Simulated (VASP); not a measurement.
# InSb (F-43m) in VASP: further runs

The runs below take InSb through electric field gradients, with PBEsol.

Everything below comes from runs of VASP 6.6.1. Logs are shortened: lines on timing, memory, paths and dates and some standing lists are left out, and cuts for length are marked.

### Step 1. The cell of the first run

It takes space group F-43m (No. 216, cubic). The conventional cell has a = 6.521 Å, b = 6.521 Å, c = 6.521 Å, α = 90.00°, β = 90.00°, γ = 90.00°. Within 3.7 Å of In (site symmetry -43m) lie 4 Sb at 2.82 Å. Within 3.7 Å of Sb (site symmetry -43m) lie 4 In at 2.82 Å.

### Step 2. Electric field gradients, PBEsol (volume scaled by 1.02)

Contents of INCAR:

```
PREC     = Accurate       # precision mode
ENCUT    = 520            # plane-wave cutoff, eV
EDIFF    = 1E-8           # SCF threshold, eV
ISMEAR   = -1             # smearing method
SIGMA    = 0.05           # smearing width, eV
LREAL    = False          # projectors in reciprocal space
LASPH    = True           # aspherical terms in the spheres
NELM     = 100            # most SCF steps
ALGO     = Normal         # electronic algorithm
ISIF     = 2              # what is computed and relaxed
LWAVE    = False          # write WAVECAR
LCHARG   = False          # write CHGCAR
GGA      = PS             # functional
LEFG     = True         
NBANDS   = 16             # bands
```

Contents of KPOINTS:

```
Automatic mesh
0
Gamma
  9 9 9
```

Contents of POSCAR:

```
InSb
1.0
    0.0000000000      3.2605516185      3.2605516185
    3.2605516185      0.0000000000      3.2605516185
    3.2605516185      3.2605516185      0.0000000000
In Sb
1 1
Direct
    0.0000000000      0.0000000000      0.0000000000
    0.7500000000      0.7500000000      0.7500000000
```

Potentials or basis: VASP PAW PBE potentials, release 64 (In_d, Sb).

On the command line:

```
> cat potpaw_PBE.64/In_d/POTCAR potpaw_PBE.64/Sb/POTCAR > POTCAR
> mpirun -np 1 vasp_std > vasp.out
```

OUTCAR:

```text
PREC = Accurate
   ENCUT = 520
   EDIFF = 1E-8
   ISMEAR = -1
   LREAL = False
   LASPH = True
   NELM = 100
   ISIF = 2
   GGA = PS

 ion  position               nearest neighbor table
   1  0.000  0.000  0.000-   2 2.82   2 2.82   2 2.82   2 2.82
   2  0.750  0.750  0.750-   1 2.82   1 2.82   1 2.82   1 2.82

  LATTYP: Found a face centered cubic cell.
 ALAT       =     6.5211032370

  Lattice vectors:

 A1 = (   0.0000000000,   3.2605516185,   3.2605516185)
 A2 = (   3.2605516185,   0.0000000000,   3.2605516185)
 A3 = (   3.2605516185,   3.2605516185,   0.0000000000)

Analysis of symmetry for initial positions (statically):
=====================================================================
 Subroutine PRICEL returns:
 Original cell was already a primitive cell.

 Routine SETGRP: Setting up the symmetry group for a
 face centered cubic supercell.

 Subroutine GETGRP returns: Found 24 space group operations
 (whereof 24 operations were pure point group operations)
 out of a pool of 48 trial point group operations.

The static configuration has the point symmetry T_d .

Analysis of symmetry for dynamics (positions and initial velocities):
=====================================================================
 Subroutine PRICEL returns:
 Original cell was already a primitive cell.

 Routine SETGRP: Setting up the symmetry group for a
 face centered cubic supercell.

 Subroutine GETGRP returns: Found 24 space group operations
 (whereof 24 operations were pure point group operations)
 out of a pool of 48 trial point group operations.

The dynamic configuration has the point symmetry T_d .

 Subroutine INISYM returns: Found 24 space group operations
 (whereof 24 operations are pure point group operations),
 and found     1 'primitive' translations

----------------------------------------------------------------------------------------

                                     Primitive cell

  volume of cell :      69.3271

  direct lattice vectors                    reciprocal lattice vectors
     0.000000000  3.260551619  3.260551619    -0.153348285  0.153348285  0.153348285
     3.260551619  0.000000000  3.260551619     0.153348285 -0.153348285  0.153348285
     3.260551619  3.260551619  0.000000000     0.153348285  0.153348285 -0.153348285

  length of vectors
     4.611116320  4.611116320  4.611116320     0.265607021  0.265607021  0.265607021

  position of ions in fractional coordinates (direct lattice)
     0.000000000  0.000000000  0.000000000
     0.750000000  0.750000000  0.750000000

  ion indices of the primitive-cell ions
   primitive index   ion index
                 1           1
                 2           2

----------------------------------------------------------------------------------------

 KPOINTS: Automatic mesh

Automatic generation of k-mesh.
 Grid dimensions read from file:
 generate k-points for:    9    9    9

 Generating k-lattice:

  Cartesian coordinates                     Fractional coordinates (reciprocal lattice)
    -0.017038698  0.017038698  0.017038698     0.111111111  0.000000000  0.000000000
     0.017038698 -0.017038698  0.017038698     0.000000000  0.111111111  0.000000000
     0.017038698  0.017038698 -0.017038698     0.000000000  0.000000000  0.111111111

  Length of vectors
     0.029511891  0.029511891  0.029511891

  Shift w.r.t. Gamma in fractional coordinates (k-lattice)
     0.000000000  0.000000000  0.000000000

 Subroutine IBZKPT returns following result:
 ===========================================

 Found     35 irreducible k-points:

 Following reciprocal coordinates:
            Coordinates               Weight
  0.000000  0.000000  0.000000      1.000000
  0.111111  0.000000  0.000000      8.000000
  0.222222  0.000000  0.000000      8.000000
  0.333333  0.000000  0.000000      8.000000
  0.444444  0.000000  0.000000      8.000000
  0.111111  0.111111  0.000000      6.000000
[... 16 lines left out ...]
 -0.333333  0.333333  0.000000     12.000000
  0.444444  0.444444  0.000000      6.000000
 [... further k-points ...]
   k-points           NKPTS =     35   k-points in BZ     NKDIM =     35   number of bands    NBANDS=     16
   number of dos      NEDOS =    301   number of ions     NIONS =      2
   total plane-waves  NPLWV =  46656
   dimension x,y,z NGX =    36 NGY =   36 NGZ =   36
   dimension x,y,z NGXF=    72 NGYF=   72 NGZF=   72
   ions per type =               1   1
   NGX,Y,Z   is equivalent  to a cutoff of  12.98, 12.98, 12.98 a.u.
   NGXF,Y,Z  is equivalent  to a cutoff of  25.96, 25.96, 25.96 a.u.
 SYSTEM =  unknown system
   PREC   = accura    normal or accurate (medium, high low for compatibility)
   ISTART =      0    job   : 0-new  1-cont  2-samecut
   ICHARG =      2    charge: 1-file 2-atom 10-const
   ISPIN  =      1    spin polarized calculation?
   LNONCOLLINEAR =      F non collinear calculations
   LSORBIT =      F    spin-orbit coupling
   LASPH  =      T    aspherical Exc in radial PAW
   ENCUT  =  520.0 eV  38.22 Ry    6.18 a.u.   8.57  8.57  8.57*2*pi/ulx,y,z
   NELM   =    100;   NELMIN=  2; NELMDL= -5     # of ELM steps
   EDIFF  = 0.1E-07   stopping-criterion for ELM
   LREAL  =      F    real-space projection
   EDIFFG = 0.1E-06   stopping-criterion for IOM
   NSW    =      0    number of steps for IOM
   IBRION =     -1    ionic relax: 0-MD 1-quasi-New 2-CG
   NFREE  =      0    steps in history (QN), initial steepest desc. (CG)
   ISIF   =      2    stress and relaxation
   ISYM   =      2    0-nonsym 1-usesym 2-fastsym
   POTIM  = 0.5000    time-step for ionic-motion
   TEBEG  =    0.0;   TEEND  =   0.0 temperature during run
   PSTRESS=    0.0 pullay stress
   NELECT =      18.0000    total number of electrons
   NUPDOWN=      -1.0000    fix difference up-down
   EMIN   =  10.00;   EMAX   =-10.00  energy-range for DOS
   EFERMI =   0.00;   METHOD = LEGACY
   ISMEAR =    -1;   SIGMA  =   0.05  broadening in eV -4-tet -1-fermi 0-gaus
   EFERMI_NEDOS =   21; number of points for ismear=-14 and -15
   IALGO  =     38    algorithm
   IMIX   =      4    mixing-type and parameters
     AMIX     =   0.40;   BMIX     =  1.00
     AMIX_MAG =   1.60;   BMIX_MAG =  1.00
  volume/ion in A,a.u.               =      34.66       233.92
  Fermi-wavevector in a.u.,A,eV,Ry     =   1.044395  1.973619 14.840690  1.090760
  Thomas-Fermi vector in A             =   2.179145
   LORBIT       =      0    0 simple, 1 ext, 2 COOP (PROOUT), +10 PAW based schemes
   GGA     = PS    functional components
   LHFCALC =     F    Hartree Fock is set to
   AEXX    =    0.0000 exact exchange contribution
   IVDW    =     0    specifies the selected vdW correction
   LEPSILON=     F    determine dielectric tensor
   LRPA    =     F    only Hartree local field effects (RPA)
 non-spin polarized calculation
  energy-cutoff  :      520.00
  volume of cell :       69.33
 maximum number of plane-waves:      1893
   NGX = 17   NGY = 17   NGZ = 17

 number of electron      17.9999994 magnetization

 Free energy of the ion-electron system (eV)
  ---------------------------------------------------
  ext. energy  EPLUGINS =         0.00000000
  ---------------------------------------------------
  free energy    TOTEN  =        -7.69861479 eV

  energy without entropy =       -7.69817588  energy(sigma->0) =       -7.69839533

 E-fermi :   4.8158     XC(G=0):  -8.7860

 val. band max:        4.7596861367   @ k =   0.0000   0.0000   0.0000
 cond. band min:       5.2164254218   @ k =   0.4444   0.0000   0.0000
 fundamental gap:      0.4567392851
 Fermi energy:         4.8158315994

 k-point     1 :       0.0000    0.0000    0.0000
  band No.  band energies     occupation
      1      -9.7407      2.00000
      2      -9.7407      2.00000
      3      -9.7407      2.00000
      4      -9.6594      2.00000
      5      -9.6594      2.00000
      6      -5.8672      2.00000
[... 8 lines left out ...]
     15      13.0045      0.00000
     16      13.0045      0.00000

 k-point     2 :       0.1111    0.0000    0.0000
  band No.  band energies     occupation
      1      -9.7461      2.00000
      2      -9.7382      2.00000
      3      -9.7382      2.00000
      4      -9.6596      2.00000
      5      -9.6596      2.00000
      6      -5.7577      2.00000
[... 8 lines left out ...]
     15      12.2786      0.00000
     16      12.2786      0.00000
[... 387 lines left out ...]
      5      -9.6577      2.00000
      6      -4.1097      2.00000
[... 8 lines left out ...]
     15      12.4824      0.00000
     16      15.6141      0.00000

 k-point    24 :       0.4444    0.4444    0.0000
  band No.  band energies     occupation
      1      -9.8153      2.00000
      2      -9.7002      2.00000
      3      -9.7002      2.00000
      4      -9.6771      2.00000
      5      -9.6510      2.00000
      6      -4.0638      2.00000
[... 8 lines left out ...]
     15      14.7888      0.00000
     16      15.2848      0.00000

 [... further k-points ...]
[... 5 lines left out ...]
  --------------------------------------------------------------------------------------
  -------------------------------------------------------------------------------------
  Total       -0.0078150     -0.0078150     -0.0078150      0.0000000      0.0000000      0.0000000
  in kB       -0.1806076     -0.1806076     -0.1806076      0.0000000      0.0000000      0.0000000
  external PRESSURE =      -0.1806076 kB  Pullay stress =       0.0000000 kB

 VOLUME and BASIS-vectors are now :
 -----------------------------------------------------------------------------
  energy-cutoff  :      520.00
  volume of cell :       69.33
      direct lattice vectors                 reciprocal lattice vectors
     0.000000000  3.260551619  3.260551619    -0.153348285  0.153348285  0.153348285
     3.260551619  0.000000000  3.260551619     0.153348285 -0.153348285  0.153348285
     3.260551619  3.260551619  0.000000000     0.153348285  0.153348285 -0.153348285

 POSITION                                       TOTAL-FORCE (eV/Angst)
 -----------------------------------------------------------------------------------
      0.00000      0.00000      0.00000         0.000000      0.000000     -0.000000
      4.89083      4.89083      4.89083        -0.000000     -0.000000      0.000000
 -----------------------------------------------------------------------------------
    total drift:                                0.000000      0.000000      0.000000

  FREE ENERGIE OF THE ION-ELECTRON SYSTEM (eV)
  ---------------------------------------------------
  free  energy   TOTEN  =        -7.6986147909 eV

  energy  without entropy=       -7.6981758758  energy(sigma->0) =       -7.69839533

 Electric field gradients (V/A^2)
---------------------------------------------------------------------
 ion       V_xx      V_yy      V_zz      V_xy      V_xz      V_yz
---------------------------------------------------------------------
   1       0.000     0.000     0.000     0.002     0.002     0.002
   2       0.000    -0.000    -0.000    -0.000    -0.000    -0.000
---------------------------------------------------------------------

 Electric field gradients after diagonalization (V/A^2)
 (convention: |V_zz| > |V_xx| > |V_yy|)
----------------------------------------------------------------------
 ion       V_xx      V_yy      V_zz     asymmetry (V_yy - V_xx)/ V_zz
----------------------------------------------------------------------
   1      -0.002    -0.002     0.004       0.000
   2       0.000     0.000    -0.000       0.000
----------------------------------------------------------------------

           NMR quadrupolar parameters

 Cq : quadrupolar parameter    Cq=e*Q*V_zz/h
 eta: asymmetry parameters     (V_yy - V_xx)/ V_zz
 Q  : nuclear electric quadrupole moment in mb (millibarn)
----------------------------------------------------------------------
 ion       Cq(MHz)       eta       Q (mb)
----------------------------------------------------------------------
   1       0.000       0.000       1.000
   2      -0.000       0.000       1.000
----------------------------------------------------------------------
```

Wall time 50 s (1 thread of AMD EPYC 7R13 (Zen 3), shared host); peak memory 0.19 GiB.

Results:

| Quantity | Value |
| --- | --- |
| Free energy | -7.6986 eV |
| Pressure | 0.0 GPa |
| Band gap on the k mesh | zero (filled and empty bands touch) |

Levels at points of the mesh, in eV from the Fermi level:
```csv
k point,band 5,band 6,band 7,band 8,band 9,band 10,band 11,band 12,band 13,band 14
"(0.00, 0.00, 0.00)",-14.48,-10.68,-0.43,-0.06,-0.06,-0.06,2.88,2.88,2.88,5.49
```

Caveat: without QUAD_EFG the Cq values of the log hold for a quadrupole moment of 1 mb, not for the nuclei; the PAW data sets were made with another functional, which shifts forces and pressure a little; spin-orbit coupling is left out, which moves the levels of the heavy elements.

### Step 3. Electric field gradients, PBEsol (volume scaled by 1.02)

Contents of INCAR:

```
SYSTEM = InSb
  PREC = Accurate
  ENCUT = 520
  EDIFF = 1E-8
  ISMEAR = -1
  SIGMA = 0.05
  LREAL = .FALSE.
  LASPH = .TRUE.
  NELM = 80
  ALGO = Normal
  ISIF = 2
  LWAVE = .FALSE.
  LCHARG = .FALSE.
  GGA = PS
  LEFG = .TRUE.
  NBANDS = 16
```

Contents of KPOINTS:

```
Automatic mesh
0
G
  9 9 9
  0 0 0
```

POSCAR is that of step 2.

Potentials or basis: VASP PAW PBE potentials, release 64 (In_d, Sb).

On the command line:

```
> cat potpaw_PBE.64/In_d/POTCAR potpaw_PBE.64/Sb/POTCAR > POTCAR
> mpirun -np 1 vasp_std > vasp.out
```

OUTCAR:

```text
SYSTEM = InSb
   PREC = Accurate
   ENCUT = 520
   EDIFF = 1E-8
   ISMEAR = -1
   LREAL = .FALSE.
   LASPH = .TRUE.
   NELM = 80
   ISIF = 2
   GGA = PS

 ion  position               nearest neighbor table
   1  0.000  0.000  0.000-   2 2.82   2 2.82   2 2.82   2 2.82
   2  0.750  0.750  0.750-   1 2.82   1 2.82   1 2.82   1 2.82

  LATTYP: Found a face centered cubic cell.
 ALAT       =     6.5211032370

  Lattice vectors:

 A1 = (   0.0000000000,   3.2605516185,   3.2605516185)
 A2 = (   3.2605516185,   0.0000000000,   3.2605516185)
 A3 = (   3.2605516185,   3.2605516185,   0.0000000000)

Analysis of symmetry for initial positions (statically):
=====================================================================
 Subroutine PRICEL returns:
 Original cell was already a primitive cell.

 Routine SETGRP: Setting up the symmetry group for a
 face centered cubic supercell.

 Subroutine GETGRP returns: Found 24 space group operations
[... 642 lines left out ...]
  volume of cell :       69.33
      direct lattice vectors                 reciprocal lattice vectors
     0.000000000  3.260551619  3.260551619    -0.153348285  0.153348285  0.153348285
     3.260551619  0.000000000  3.260551619     0.153348285 -0.153348285  0.153348285
     3.260551619  3.260551619  0.000000000     0.153348285  0.153348285 -0.153348285

 POSITION                                       TOTAL-FORCE (eV/Angst)
 -----------------------------------------------------------------------------------
      0.00000      0.00000      0.00000         0.000000      0.000000     -0.000000
      4.89083      4.89083      4.89083        -0.000000     -0.000000      0.000000
 -----------------------------------------------------------------------------------
    total drift:                                0.000000      0.000000      0.000000

  FREE ENERGIE OF THE ION-ELECTRON SYSTEM (eV)
  ---------------------------------------------------
  free  energy   TOTEN  =        -7.6986147909 eV

  energy  without entropy=       -7.6981758758  energy(sigma->0) =       -7.69839533

 Electric field gradients (V/A^2)
---------------------------------------------------------------------
 ion       V_xx      V_yy      V_zz      V_xy      V_xz      V_yz
---------------------------------------------------------------------
   1       0.000     0.000     0.000     0.002     0.002     0.002
   2       0.000    -0.000    -0.000    -0.000    -0.000    -0.000
---------------------------------------------------------------------

 Electric field gradients after diagonalization (V/A^2)
 (convention: |V_zz| > |V_xx| > |V_yy|)
----------------------------------------------------------------------
 ion       V_xx      V_yy      V_zz     asymmetry (V_yy - V_xx)/ V_zz
----------------------------------------------------------------------
   1      -0.002    -0.002     0.004       0.000
   2       0.000     0.000    -0.000       0.000
----------------------------------------------------------------------

           NMR quadrupolar parameters

 Cq : quadrupolar parameter    Cq=e*Q*V_zz/h
 eta: asymmetry parameters     (V_yy - V_xx)/ V_zz
 Q  : nuclear electric quadrupole moment in mb (millibarn)
----------------------------------------------------------------------
 ion       Cq(MHz)       eta       Q (mb)
----------------------------------------------------------------------
   1       0.000       0.000       1.000
   2      -0.000       0.000       1.000
----------------------------------------------------------------------
```

OSZICAR:

```text
N       E                     dE             d eps       ncg     rms          rms(c)
DAV:   1     0.111468243860E+03    0.11147E+03   -0.78327E+03  1120   0.111E+03
DAV:   2    -0.640014030020E+00   -0.11211E+03   -0.10858E+03  1264   0.283E+02
DAV:   3    -0.763406103271E+01   -0.69940E+01   -0.69658E+01  1408   0.718E+01
DAV:   4    -0.782936573281E+01   -0.19530E+00   -0.19527E+00  1456   0.137E+01
DAV:   5    -0.784003144331E+01   -0.10666E-01   -0.10666E-01  1640   0.266E+00    0.393E+00
DAV:   6    -0.772127033494E+01    0.11876E+00   -0.17441E-01  1680   0.678E+00    0.223E+00
DAV:   7    -0.769895712445E+01    0.22313E-01   -0.64917E-02  1552   0.261E+00    0.596E-01
DAV:   8    -0.769819890363E+01    0.75822E-03   -0.73969E-03  1464   0.982E-01    0.248E-01
DAV:   9    -0.769861835747E+01   -0.41945E-03   -0.83890E-04  1344   0.245E-01    0.810E-02
DAV:  10    -0.769859448986E+01    0.23868E-04   -0.45241E-05  1504   0.447E-02    0.339E-02
DAV:  11    -0.769861427605E+01   -0.19786E-04   -0.33999E-05  1304   0.449E-02    0.213E-02
DAV:  12    -0.769861491428E+01   -0.63823E-06   -0.11535E-06  1408   0.672E-03    0.569E-03
DAV:  13    -0.769861487976E+01    0.34513E-07   -0.54670E-07  1344   0.533E-03    0.320E-03
DAV:  14    -0.769861479290E+01    0.86864E-07   -0.46035E-08  1536   0.107E-03    0.898E-04
DAV:  15    -0.769861479090E+01    0.20034E-08   -0.60072E-09  1040   0.470E-04
   1 F= -.76986148E+01 E0= -.76983953E+01  d E =-.438915E-03
```

Wall time 51 s (1 thread of AMD EPYC 7R13 (Zen 3), shared host); peak memory 0.19 GiB.

Results:

```
Free energy            : -7.6986 eV
Pressure               : 0.0 GPa
Band gap on the k mesh : zero (filled and empty bands touch)
```

Levels at points of the mesh, in eV from the Fermi level:
| k point | band 7 | band 8 | band 9 | band 10 | band 11 | band 12 |
| --- | --- | --- | --- | --- | --- | --- |
| (0.00, 0.00, 0.00) | -0.43 | -0.06 | -0.06 | -0.06 | 2.88 | 2.88 |

Caveat: without QUAD_EFG the Cq values of the log hold for a quadrupole moment of 1 mb, not for the nuclei; the PAW data sets were made with another functional, which shifts forces and pressure a little; spin-orbit coupling is left out, which moves the levels of the heavy elements.

(Continued in part 2 of 2.)
